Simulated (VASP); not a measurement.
A run of VASP 6.6.1 is set up as follows.

Contents of POSCAR:

```
Ga
1.0
    1.9932840000      3.8284840000     -0.0884300000
   -2.1051490000      3.8930690000     -0.0484240000
   -0.0382970000     -0.0756360000      3.8885580000
Ga
2
Direct
    0.2754850000      0.3276920000      0.5047730000
    0.6232050000      0.6959020000      0.4827700000
```

INCAR.step1

```
ALGO = Normal ; EDIFF = 1E-4
ENCUT = 520 ; GGA = PE
ISMEAR = -1 ; LASPH = True
LCHARG = False ; LREAL = False
LWAVE = True ; NBANDS = 20
NELM = 80 ; PREC = Accurate
SIGMA = 0.1
```

Contents of INCAR.step2:

```
ALGO = Normal ; EDIFF = 1E-6
ENCUT = 520 ; ISIF = 2
ISMEAR = -1 ; ISTART = 1
LASPH = True ; LCHARG = False
LMIXTAU = True ; LREAL = False
LWAVE = False ; METAGGA = R2SCAN
NBANDS = 20 ; NELM = 80
PREC = Accurate ; SIGMA = 0.1
```

File KPOINTS:

```
Automatic mesh
0
Gamma
  5 5 5
  0.5 0 0
```

Potentials or basis: VASP PAW PBE potentials, release 64 (Ga_d).

Command:

```console
$ cat potpaw_PBE.64/Ga_d/POTCAR > POTCAR
$ cp INCAR.step1 INCAR
$ mpirun -np 1 vasp_std > vasp.out
$ cp INCAR.step2 INCAR
$ mpirun -np 1 vasp_std > vasp.out
```

Task: Estimate the largest force.

Result: 1.423 eV/Å.

Task: Predict the pressure.

Result: 0.7 GPa.

Stress tensor (GPa, compression positive):
```
11.49  0.20 -0.17
 0.20 -4.06  0.43
-0.17  0.43 -5.46
```

Caveat: the PAW data sets were made with another functional, which shifts forces and pressure a little.
